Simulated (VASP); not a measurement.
A run of VASP 6.6.1 is set up as follows.

Contents of INCAR:

```
PREC = Accurate ; ENCUT = 520
EDIFF = 1E-7 ; ISMEAR = 0
SIGMA = 0.1 ; LREAL = F
LASPH = T ; NELM = 100
ALGO = Normal ; ISIF = 2
LWAVE = F ; LCHARG = T
GGA = PE ; LELF = T
LVHAR = T ; NBANDS = 30
```

File KPOINTS:

```
Automatic mesh
0
Gamma
  6 6 6
```

Contents of POSCAR:

```
SrTa2O2
1.0
   -1.9718164500      1.9718164500      4.9871481500
    1.9718164500     -1.9718164500      4.9871481500
    1.9718164500      1.9718164500     -4.9871481500
Sr Ta O
1 2 2
Direct
    0.0000000000      0.0000000000      0.0000000000
    0.2500000000      0.7500000000      0.5000000000
    0.7500000000      0.2500000000      0.5000000000
    0.6323649900      0.6323649900      0.0000000000
    0.3676350100      0.3676350100      0.0000000000
```

Potentials or basis: VASP PAW PBE potentials, release 64 (Sr_sv, Ta_pv, O).

Run with:

```bash
$ cat potpaw_PBE.64/Sr_sv/POTCAR potpaw_PBE.64/Ta_pv/POTCAR potpaw_PBE.64/O/POTCAR > POTCAR
$ mpirun -np 1 vasp_std > vasp.out
```

Problem. What does it give for the pressure?

Solution. 6.1 GPa.

Problem. Predict the largest force.

Solution. 0.021 eV/Å.

Problem. Predict the band gap on the k mesh.

Solution. Zero (bands 22 and 23 overlap by 0.96 eV).

Stress tensor (GPa, compression positive):
```
-7.19  0.00  0.00
 0.00 -7.19  0.00
 0.00  0.00 32.66
```

Caveat: the cell stands under pressure; spin-orbit coupling is left out, which moves the levels of the heavy elements.
